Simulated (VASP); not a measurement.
# H12C5S2 in VASP: notebook

Runs on H12C5S2. Level: r2SCAN+D3(BJ). Tasks: single point.

Program: VASP 6.6.1. These are calculated values, not measurements. Logs are shortened: lines on timing, memory, paths and dates and some standing lists are left out, and cuts for length are marked.

## (1) The cell of the first run

The cell holds a disordered packing, 38 atoms: a = 7.688 Å, b = 7.688 Å, c = 7.688 Å, α = 90.00°, β = 90.00°, γ = 90.00°.

## (2) Single point, r2SCAN+D3(BJ)

Contents of POSCAR:

```
H12C5S2
1.0
    7.6879890000      0.0000000000      0.0000000000
    0.0000000000      7.6879890000      0.0000000000
    0.0000000000      0.0000000000      7.6879890000
S C H
4 10 24
Direct
    0.6852247057      0.6833386468      0.5237650574
    0.5549565693      0.3131508123      0.6295534502
    0.9784873522      0.2425992025      1.1186280313
    0.8753134272      0.0153616245      0.8055682702
    0.6189524985      0.5045142494      0.5807110286
    0.9255476302      0.1245969525      0.9577797263
    0.1269252596      0.7571030604      0.1087150359
   -0.0267820362      0.7257294463      0.2148156039
    0.5778104001      0.5866683732      0.0104578714
    0.5486090056      0.4457342486      0.1483092653
    0.0808013643      0.4829611489      0.6887106628
    0.1095865252      0.3935879721      0.5196287352
    0.3275889182      0.9562058426      0.6875139910
    0.3001044877      0.9426262186      0.5065954179
    0.2476330286      0.6678989785      0.1412723145
    0.1179111989      0.7197460870     -0.0293054530
    0.1754685133      0.8890101169      0.0756504724
   -0.1345215244      0.8038903281      0.1655179267
   -0.0665063387      0.5935752510      0.2009758339
    0.0077133305      0.7511197011      0.3485957121
    0.4804377322      0.6292672895     -0.0964751641
    0.6519390181      0.7042804041      0.0723466176
    0.6996628117      0.5327921255     -0.0231009696
    0.6363692768      0.4097560493      0.2532651907
    0.4229974835      0.4625006617      0.2254815921
    0.4945506556      0.3436139152      0.0725807490
    0.0620578411      0.6193427176      0.7207736640
   -0.0487513705      0.4728674820      0.7637107701
    0.1668576789      0.4276020686      0.7945640921
    0.0887488263      0.2448234512      0.5139055220
   -0.0150884711      0.3988429224      0.4547092874
    0.1965923729      0.4559970104      0.4285906236
    0.2420789104      1.0575717525      0.7536040959
    0.2714624071      0.8646604463      0.7696551075
    0.4591187630      0.9789686224      0.7410780635
    0.3051383138      0.8124361260      0.4418320578
    0.1659341604      0.9847438647      0.4858877920
    0.3900890077      1.0296450736      0.4389964658
```

Contents of INCAR.step1:

```
SYSTEM = H12C5S2
ALGO = Normal ; EDIFF = 1E-4
ENCUT = 520 ; GGA = PE
ISMEAR = -1 ; LASPH = .TRUE.
LCHARG = .FALSE. ; LREAL = Auto
LWAVE = .TRUE. ; NBANDS = 69
NELM = 80 ; PREC = Accurate
SIGMA = 0.02
```

Contents of INCAR.step2:

```
SYSTEM = H12C5S2
ALGO = Normal ; EDIFF = 1E-6
ENCUT = 520 ; ISIF = 2
ISMEAR = -1 ; ISTART = 1
IVDW = 12 ; LASPH = .TRUE.
LCHARG = .TRUE. ; LELF = .TRUE.
LMIXTAU = .TRUE. ; LREAL = Auto
LVHAR = .TRUE. ; LWAVE = .FALSE.
METAGGA = R2SCAN ; NBANDS = 69
NELM = 80 ; PREC = Accurate
SIGMA = 0.02 ; VDW_A1 = 0.49484001
VDW_A2 = 5.73083694 ; VDW_S6 = 1.0
VDW_S8 = 0.78981345
```

Contents of KPOINTS:

```
k-points
0
G
  1 1 1
  0 0 0
```

Potentials or basis: VASP PAW PBE potentials, release 64 (S, C, H).

Launch:

```sh
$ cat potpaw_PBE.64/S/POTCAR potpaw_PBE.64/C/POTCAR potpaw_PBE.64/H/POTCAR > POTCAR
$ cp INCAR.step1 INCAR
$ mpirun -np 1 vasp_gam > vasp.out
$ cp INCAR.step2 INCAR
$ mpirun -np 1 vasp_gam > vasp.out
```

OUTCAR:

```text
SYSTEM = H12C5S2
   EDIFF = 1E-6
   ENCUT = 520
   ISIF = 2
   ISMEAR = -1
   ISTART = 1
   IVDW = 12
   LASPH = .TRUE.
   LREAL = Auto
   METAGGA = R2SCAN
   NELM = 80
   PREC = Accurate
 IVDW          = 12

 ion  position               nearest neighbor table
   1  0.685  0.683  0.524-   5 1.53
   2  0.555  0.313  0.630-   5 1.60
   3  0.978  0.243  0.119-   6 1.59
   4  0.875  0.015  0.806-   6 1.49
   5  0.619  0.505  0.581-   1 1.53   2 1.60
   6  0.926  0.125  0.958-   4 1.49   3 1.59
   7  0.127  0.757  0.109-  16 1.10  17 1.11  15 1.18   8 1.46
   8  0.973  0.726  0.215-  19 1.07  20 1.08  18 1.09   7 1.46
   9  0.578  0.587  0.010-  23 1.06  21 1.16  22 1.17  10 1.53
  10  0.549  0.446  0.148-  26 1.06  24 1.09  25 1.14   9 1.53
  11  0.081  0.483  0.689-  27 1.09  29 1.13  28 1.15  12 1.49
  12  0.110  0.394  0.520-  32 1.08  31 1.08  30 1.16  11 1.49
  13  0.328  0.956  0.688-  34 1.04  35 1.11  33 1.14  14 1.41
  14  0.300  0.943  0.507-  37 1.09  38 1.09  36 1.12  13 1.41
  15  0.248  0.668  0.141-   7 1.18
  16  0.118  0.720  0.971-   7 1.10
  17  0.175  0.889  0.076-   7 1.11
  18  0.865  0.804  0.166-   8 1.09
  19  0.933  0.594  0.201-   8 1.07
  20  0.008  0.751  0.349-   8 1.08
[... 16 lines left out ...]
  37  0.166  0.985  0.486-  14 1.09
  38  0.390  0.030  0.439-  14 1.09

  LATTYP: Found a simple cubic cell.
 ALAT       =     7.6879890000

  Lattice vectors:

 A1 = (   7.6879890000,   0.0000000000,   0.0000000000)
 A2 = (   0.0000000000,   7.6879890000,   0.0000000000)
 A3 = (   0.0000000000,   0.0000000000,   7.6879890000)

Analysis of symmetry for initial positions (statically):
=====================================================================
 Subroutine PRICEL returns:
 Original cell was already a primitive cell.

 Routine SETGRP: Setting up the symmetry group for a
 simple cubic supercell.

 Subroutine GETGRP returns: Found  1 space group operations
 (whereof  1 operations were pure point group operations)
 out of a pool of 48 trial point group operations.

The static configuration has the point symmetry C_1 .

Analysis of symmetry for dynamics (positions and initial velocities):
=====================================================================
 Subroutine PRICEL returns:
 Original cell was already a primitive cell.

 Routine SETGRP: Setting up the symmetry group for a
 simple cubic supercell.

 Subroutine GETGRP returns: Found  1 space group operations
 (whereof  1 operations were pure point group operations)
 out of a pool of 48 trial point group operations.

The dynamic configuration has the point symmetry C_1 .

 Subroutine INISYM returns: Found  1 space group operations
 (whereof  1 operations are pure point group operations),
 and found     1 'primitive' translations

----------------------------------------------------------------------------------------

                                     Primitive cell

  volume of cell :     454.3999

  direct lattice vectors                    reciprocal lattice vectors
     7.687989000  0.000000000  0.000000000     0.130073027  0.000000000  0.000000000
     0.000000000  7.687989000  0.000000000     0.000000000  0.130073027  0.000000000
     0.000000000  0.000000000  7.687989000     0.000000000  0.000000000  0.130073027

  length of vectors
     7.687989000  7.687989000  7.687989000     0.130073027  0.130073027  0.130073027

  position of ions in fractional coordinates (direct lattice)
     0.685224706  0.683338647  0.523765057
     0.554956569  0.313150812  0.629553450
     0.978487352  0.242599203  0.118628031
     0.875313427  0.015361625  0.805568270
     0.618952499  0.504514249  0.580711029
     0.925547630  0.124596952  0.957779726
[... 30 lines left out ...]
     0.165934160  0.984743865  0.485887792
     0.390089008  0.029645074  0.438996466

  ion indices of the primitive-cell ions
   primitive index   ion index
                 1           1
                 2           2
                 3           3
                 4           4
                 5           5
                 6           6
[... 30 lines left out ...]
                37          37
                38          38

----------------------------------------------------------------------------------------

 KPOINTS: k-points

Automatic generation of k-mesh.
 Grid dimensions read from file:
 generate k-points for:    1    1    1

 Generating k-lattice:

  Cartesian coordinates                     Fractional coordinates (reciprocal lattice)
     0.130073027  0.000000000  0.000000000     1.000000000  0.000000000  0.000000000
     0.000000000  0.130073027  0.000000000     0.000000000  1.000000000  0.000000000
     0.000000000  0.000000000  0.130073027     0.000000000  0.000000000  1.000000000

  Length of vectors
     0.130073027  0.130073027  0.130073027

  Shift w.r.t. Gamma in fractional coordinates (k-lattice)
     0.000000000  0.000000000  0.000000000

 Subroutine IBZKPT returns following result:
 ===========================================

 Found      1 irreducible k-points:

 Following reciprocal coordinates:
            Coordinates               Weight
  0.000000  0.000000  0.000000      1.000000
   k-points           NKPTS =      1   k-points in BZ     NKDIM =      1   number of bands    NBANDS=     69
   number of dos      NEDOS =    301   number of ions     NIONS =     38
   total plane-waves  NPLWV = 216000
   dimension x,y,z NGX =    60 NGY =   60 NGZ =   60
   dimension x,y,z NGXF=   120 NGYF=  120 NGZF=  120
   ions per type =               4  10  24
   NGX,Y,Z   is equivalent  to a cutoff of  12.97, 12.97, 12.97 a.u.
   NGXF,Y,Z  is equivalent  to a cutoff of  25.95, 25.95, 25.95 a.u.
 SYSTEM =  H12C5S2
   PREC   = accura    normal or accurate (medium, high low for compatibility)
   ISTART =      1    job   : 0-new  1-cont  2-samecut
   ICHARG =      0    charge: 1-file 2-atom 10-const
   ISPIN  =      1    spin polarized calculation?
   LNONCOLLINEAR =      F non collinear calculations
   LSORBIT =      F    spin-orbit coupling
   LASPH  =      T    aspherical Exc in radial PAW
   ENCUT  =  520.0 eV  38.22 Ry    6.18 a.u.  14.29 14.29 14.29*2*pi/ulx,y,z
   NELM   =     80;   NELMIN=  2; NELMDL=  0     # of ELM steps
   EDIFF  = 0.1E-05   stopping-criterion for ELM
   LREAL  =      T    real-space projection
   EDIFFG = 0.1E-04   stopping-criterion for IOM
   NSW    =      0    number of steps for IOM
   IBRION =     -1    ionic relax: 0-MD 1-quasi-New 2-CG
   NFREE  =      0    steps in history (QN), initial steepest desc. (CG)
   ISIF   =      2    stress and relaxation
   ISYM   =      2    0-nonsym 1-usesym 2-fastsym
   POTIM  = 0.5000    time-step for ionic-motion
   TEBEG  =    0.0;   TEEND  =   0.0 temperature during run
   PSTRESS=    0.0 pullay stress
   NELECT =      88.0000    total number of electrons
   NUPDOWN=      -1.0000    fix difference up-down
   EMIN   =  10.00;   EMAX   =-10.00  energy-range for DOS
   EFERMI =   0.00;   METHOD = LEGACY
   ISMEAR =    -1;   SIGMA  =   0.02  broadening in eV -4-tet -1-fermi 0-gaus
   EFERMI_NEDOS =   21; number of points for ismear=-14 and -15
   IALGO  =     38    algorithm
   IMIX   =      4    mixing-type and parameters
     AMIX     =   0.40;   BMIX     =  1.00
     AMIX_MAG =   1.60;   BMIX_MAG =  1.00
  volume/ion in A,a.u.               =      11.96        80.70
  Fermi-wavevector in a.u.,A,eV,Ry     =   0.947159  1.789871 12.205929  0.897110
  Thomas-Fermi vector in A             =   2.075226
   LORBIT       =      0    0 simple, 1 ext, 2 COOP (PROOUT), +10 PAW based schemes
   METAGGA = R2SCAN    functional components
   LHFCALC =     F    Hartree Fock is set to
   AEXX    =    0.0000 exact exchange contribution
   IVDW    =    12    specifies the selected vdW correction
   LEPSILON=     F    determine dielectric tensor
   LRPA    =     F    only Hartree local field effects (RPA)
 non-spin polarized calculation
  energy-cutoff  :      520.00
  volume of cell :      454.40
 maximum number of plane-waves:      6099
 NGX is ok and might be reduce to    60
   NGX = 29   NGY = 29   NGZ = 29

 number of electron      87.9999998 magnetization

 Free energy of the ion-electron system (eV)
  ---------------------------------------------------
  ext. energy  EPLUGINS =         0.00000000
  ---------------------------------------------------
  free energy    TOTEN  =      -215.11438964 eV

  energy without entropy =     -215.11438964  energy(sigma->0) =     -215.11438964

 E-fermi :  -2.1372     XC(G=0):  -7.3258

 val. band max:       -2.6865325531   @ k =   0.0000   0.0000   0.0000
 cond. band min:       1.1995507493   @ k =   0.0000   0.0000   0.0000
 fundamental gap:      3.8860833024
 Fermi energy:        -2.1371824660

 k-point     1 :       0.0000    0.0000    0.0000
  band No.  band energies     occupation
      1     -18.6548      2.00000
      2     -18.2866      2.00000
      3     -16.2519      2.00000
      4     -16.0466      2.00000
      5     -15.9415      2.00000
      6     -15.8101      2.00000
[... 48 lines left out ...]
     55       5.3339      0.00000
     56       5.4754      0.00000
 [bands above 56 left out]

------------------------ aborting loop because EDIFF is reached ----------------------------------------

 Edisp (eV)   -1.10051

 E8    (eV) :    -0.2121

  FORCE on cell =-STRESS in cart. coord.  units (eV):
  Direction    XX          YY          ZZ          XY          YZ          ZX
  --------------------------------------------------------------------------------------
  -------------------------------------------------------------------------------------
  Total      -0.52193    -0.68787     5.18524     2.34754     1.29659    -1.69487
  in kB      -1.84030    -2.42539    18.28274     8.27724     4.57168    -5.97598
  external pressure =        4.67 kB  Pullay stress =        0.00 kB

 VOLUME and BASIS-vectors are now :
 -----------------------------------------------------------------------------
  energy-cutoff  :      520.00
  volume of cell :      454.40
      direct lattice vectors                 reciprocal lattice vectors
     7.687989000  0.000000000  0.000000000     0.130073027  0.000000000  0.000000000
     0.000000000  7.687989000  0.000000000     0.000000000  0.130073027  0.000000000
     0.000000000  0.000000000  7.687989000     0.000000000  0.000000000  0.130073027

 POSITION                                       TOTAL-FORCE (eV/Angst)
 -----------------------------------------------------------------------------------
      5.26800      5.25350      4.02670         0.073416      0.559181     -0.067921
      4.26650      2.40750      4.84000         0.623989      2.089288     -0.426921
      7.52260      1.86510      0.91201        -0.333051     -1.019171     -1.258588
      6.72940      0.11810      6.19320        -0.855578     -1.729416     -2.312664
      4.75850      3.87870      4.46450        -0.782388     -2.589603      0.571247
      7.11560      0.95790      7.36340         1.125396      2.686483      3.567042
[... 30 lines left out ...]
      1.27570      7.57070      3.73550         0.051187      0.159000     -0.660225
      2.99900      0.22791      3.37500        -0.318768      0.009526     -0.435956
 -----------------------------------------------------------------------------------
    total drift:                                0.001636      0.000122      0.001991

  FREE ENERGIE OF THE ION-ELECTRON SYSTEM (eV)
  ---------------------------------------------------
  free  energy   TOTEN  =      -216.2149020733 eV

  energy  without entropy=     -216.2149020733  energy(sigma->0) =     -216.21490207
```

Wall time 4.7 min (1 thread of Intel Xeon Platinum 8259CL at 2.50GHz (Skylake/Cascade Lake), shared host); peak memory 0.54 GiB.

Results:

```yaml
Free_energy: -216.2149 eV
Pressure: 0.5 GPa
Largest_force: 5.184 eV/Å
Band_gap_on_the_k_mesh: 3.89 eV
Dispersion_energy_per_atom: -0.029 eV
```

Forces on the atoms (eV/Å):
```
S    0.073  0.559 -0.068
S    0.624  2.089 -0.427
S   -0.333 -1.019 -1.259
S   -0.856 -1.729 -2.313
C   -0.782 -2.590  0.571
C    1.125  2.686  3.567
C    4.112 -1.102 -2.660
C   -0.352  0.712 -0.010
C    2.003  2.268  1.977
C   -4.587  0.937  0.834
C   -0.767 -0.965  4.478
C   -2.890 -1.136 -0.912
C    0.345  2.167  4.697
C   -0.848 -0.569 -3.369
H   -1.598  1.527  0.138
H   -0.855 -0.533  0.095
H   -0.240 -0.056  1.389
H   -0.087  0.247  0.521
H   -0.257 -0.874  0.165
H   -0.486  0.151  0.453
H    1.262 -1.103  1.652
H   -2.048 -0.673 -0.576
H    1.015 -0.493 -2.530
H    0.802  0.215 -0.871
H    0.833  0.633 -0.202
H    0.554 -1.814 -0.415
H    1.523  0.960 -1.559
H    0.500 -1.585 -1.399
H   -0.160  0.738 -0.764
H    1.864  1.456  0.839
H   -0.741  1.109 -0.776
H    0.686 -0.452  0.090
H    1.058  0.339 -1.097
H   -0.382 -2.581  0.653
H   -0.236 -0.217 -0.505
H    0.394  0.530  0.687
H    0.051  0.159 -0.660
H   -0.319  0.010 -0.436
```

Caveat: the k points lie up to 0.82 Å⁻¹ apart; the PAW data sets were made with another functional, which shifts forces and pressure a little.

## (3) Single point, r2SCAN+D3(BJ)

Contents of POSCAR:

```
H12C5S2
1.0
    7.6879890000      0.0000000000      0.0000000000
    0.0000000000      7.6879890000      0.0000000000
    0.0000000000      0.0000000000      7.6879890000
S C H
4 10 24
Direct
    0.6844312602      0.6850426035      0.5259893062
    0.5562703068      0.3136580971      0.6315695821
    0.9747672636      0.2421699615      1.1183158561
    0.8792026107      0.0127081347      0.8053861680
    0.6174566587      0.5053597241      0.5854977160
    0.9261199515      0.1230881054      0.9603811868
    0.1230881054      0.7561925492      0.1074273129
   -0.0304370883      0.7261716946      0.2138270489
    0.5808150870      0.5894779506      0.0115244702
    0.5482187865      0.4454610952      0.1467744036
    0.0739595231      0.4777712351      0.6917803863
    0.1096125398      0.3906483217      0.5174435083
    0.3265223194      0.9590544419      0.6895561375
    0.2978152024      0.9486876217      0.5008201755
    0.2378125151      0.6828573766      0.1408820954
    0.1038112828      0.7242205992     -0.0236342690
    0.1530699381      0.8837681740      0.0806582840
   -0.1338321374      0.8074543291      0.1683405114
   -0.0610953007      0.5938484043      0.2003905052
    0.0050858554      0.7514578910      0.3444854044
    0.4942514876      0.6309842535     -0.0947842147
    0.6451361988      0.7058672951      0.0712800187
    0.7020691627      0.5204091733     -0.0292274091
    0.6330003854      0.4135932036      0.2484785033
    0.4173783287      0.4687441670      0.2233874164
    0.5062182061      0.3468657408      0.0683273610
    0.0754683702      0.6085076344      0.7134895745
   -0.0591051834      0.4648029543      0.7423657864
    0.1470735715      0.4219048701      0.7997670132
    0.1004423914      0.2446933782      0.5195506913
   -0.0159729677      0.4133720795      0.4494933591
    0.2092875003      0.4588586170      0.4279402585
    0.2400497711      1.0608886147      0.7381254057
    0.2827657532      0.8510027785      0.7653236757
    0.4501307169      0.9913125526      0.7340411127
    0.3049041824      0.8153367545      0.4460984531
    0.1768863093      0.9884379387      0.4812311776
    0.3929896362      1.0338724470      0.4337805374
```

Contents of INCAR.step1:

```
SYSTEM = H12C5S2
PREC = Accurate
ENCUT = 520
ISMEAR = -1
SIGMA = 0.02
LREAL = Auto
LASPH = .True.
NELM = 60
NBANDS = 69
GGA = PE
ALGO = Normal
EDIFF = 1E-4
LWAVE = .True.
LCHARG = .False.
```

Contents of INCAR.step2:

```
SYSTEM = H12C5S2
PREC = Accurate
ENCUT = 520
EDIFF = 1E-6
ISMEAR = -1
SIGMA = 0.02
LREAL = Auto
LASPH = .True.
NELM = 60
ALGO = Normal
ISIF = 2
LWAVE = .False.
LCHARG = .True.
METAGGA = R2SCAN
LMIXTAU = .True.
IVDW = 12
VDW_S6 = 1.0
VDW_S8 = 0.78981345
VDW_A1 = 0.49484001
VDW_A2 = 5.73083694
LELF = .True.
LVHAR = .True.
NBANDS = 69
ISTART = 1
```

Contents of KPOINTS:

```
Automatic mesh
0
Gamma
  1 1 1
  0 0 0
```

Potentials or basis: VASP PAW PBE potentials, release 64 (S, C, H).

Launch:

```sh
$ cat potpaw_PBE.64/S/POTCAR potpaw_PBE.64/C/POTCAR potpaw_PBE.64/H/POTCAR > POTCAR
$ cp INCAR.step1 INCAR
$ mpirun -np 1 vasp_gam > vasp.out
$ cp INCAR.step2 INCAR
$ mpirun -np 1 vasp_gam > vasp.out
```

Wall time 5.2 min (1 thread of Intel Xeon Platinum 8259CL at 2.50GHz (Skylake/Cascade Lake), shared host); peak memory 0.53 GiB.

The run converged. Its results:

* Free energy: -217.3512 eV
* Pressure: 2.7 GPa
* Largest force: 6.302 eV/Å
* Band gap on the k mesh: 3.91 eV
* Dispersion energy per atom: -0.029 eV

Forces on the atoms (eV/Å):
```
S   -0.179 -0.024  0.146
S    0.498  1.847 -0.288
S   -0.120 -0.600 -0.567
S   -0.625 -1.263 -1.607
C   -0.416 -1.746  0.143
C    0.628  1.800  2.157
C    1.185 -1.056 -0.980
C    0.302  0.460  0.005
C    3.772  0.131  1.645
C   -5.398  3.122  0.911
C   -0.358 -3.015  1.408
C   -1.715  0.987 -1.330
C   -1.727  0.533  1.362
C    4.030 -1.927 -0.804
H    0.398 -0.048  0.524
H   -0.684 -1.199 -1.707
H    0.912  2.730  0.647
H   -0.705  0.308  0.162
H   -0.890 -1.403  0.157
H   -0.254  0.268  1.264
H   -0.081 -0.841  0.630
H   -1.010 -0.327 -0.266
H   -0.402  0.938 -1.495
H    1.682 -0.068  0.358
H    1.533  0.017 -0.698
H   -0.261 -2.981 -1.162
H    1.097  3.206 -0.715
H   -0.264 -0.967 -0.573
H    0.508 -0.032 -0.036
H    1.110  1.136  0.241
H    0.424  0.181 -0.322
H   -0.767 -1.352  1.372
H    0.235  0.366  0.181
H   -0.112 -1.024  0.126
H    1.921  0.213  0.357
H    0.340  0.486  0.201
H   -4.028  1.483 -1.313
H   -0.577 -0.341 -0.137
```

Stress tensor (GPa, compression positive):
```
3.05 0.64 1.07
0.64 2.11 1.29
1.07 1.29 3.04
```

Levels at points of the mesh, in eV from the valence-band top:
| k point | band 41 | band 42 | band 43 | band 44 | band 45 | band 46 | band 47 | band 48 |
| --- | --- | --- | --- | --- | --- | --- | --- | --- |
| (0.00, 0.00, 0.00) | -0.42 | -0.21 | -0.21 | 0.00 | 3.91 | 3.97 | 4.13 | 4.19 |

Caveat: the k points lie up to 0.82 Å⁻¹ apart; the PAW data sets were made with another functional, which shifts forces and pressure a little.
